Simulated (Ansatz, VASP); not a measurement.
AlN in VASP and in Ansatz

```xyz
2
Lattice="0.0000 2.2563 2.2563 2.2563 0.0000 2.2563 2.2563 2.2563 0.0000" Properties=species:S:1:pos:R:3 pbc="T T T"
Al    0.0000    0.0000    0.0000
N     3.3844    3.3844    3.3844
```

Change from the starting cell: mode 4 frozen in at +0.000 Å, equal normal strain along x, y and z +0.0250.

Alike in both runs: task single point; functional PBE; k mesh 10 × 10 × 10; occupations gaussian, width 0.05 eV; no spin polarisation.

```csv
,VASP,Ansatz
version,VASP 6.6.1,Ansatz 0.2.0
potentials or method,"VASP PAW PBE potentials, release 64 (Al, N), cutoff 520 eV","scalar-relativistic, plane waves, PAW"
valence electrons in the cell,8,8
```

VASP gave:

* gap on the k mesh at the Fermi level (eV): 3.26
* least direct gap on the mesh (eV): 3.36
* pressure (GPa): -12.6

Task: What did Ansatz give for the same quantities?

Result: gap on the k mesh at the Fermi level (eV): 3.27; least direct gap on the mesh (eV): 3.36; pressure (GPa): -12.4.

With one functional, cell and mesh, what is left measures potentials, basis and numerics.
